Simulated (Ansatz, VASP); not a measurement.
Sc3BN2: VASP beside Ansatz

```
Sc B N
1.0
     4.54266    0.00000    0.00000
    -2.27133    3.93406    0.00000
     0.00000    0.00000    4.35953
Sc B N
3 1 2
Direct
  0.33333 0.66667 0.50000
  0.66667 0.33333 0.50000
  0.00000 0.00000 0.00000
  0.00000 0.00000 0.50000
  0.33333 0.66667 0.00000
  0.66667 0.33333 0.00000
```

Alike in both runs: task relaxation of cell and atoms; functional PBE; k mesh 12 × 12 × 10; occupations gaussian, width 0.1 eV; no spin polarisation.

|  | VASP | Ansatz |
| --- | --- | --- |
| version | VASP 6.6.1 | Ansatz 0.2.0 |
| potentials or method | VASP PAW PBE potentials, release 64 (Sc_sv, B, N), cutoff 600 eV | scalar-relativistic, plane waves, PAW |
| valence electrons in the cell | 46 | 46 |

|  | VASP | Ansatz | Ansatz less VASP |
| --- | --- | --- | --- |
| gap on the k mesh at the Fermi level, each at its own relaxed structure (eV) | none | none | - |
| relaxed volume (Å³/atom) | 13.14 | 13.11 | -0.032 |
| relaxed length of the cell vector where the two differ most in proportion (Å) | 4.345 | 4.336 | -0.0096 |

A gap of «none» marks a metal or a gap that the smearing closes.
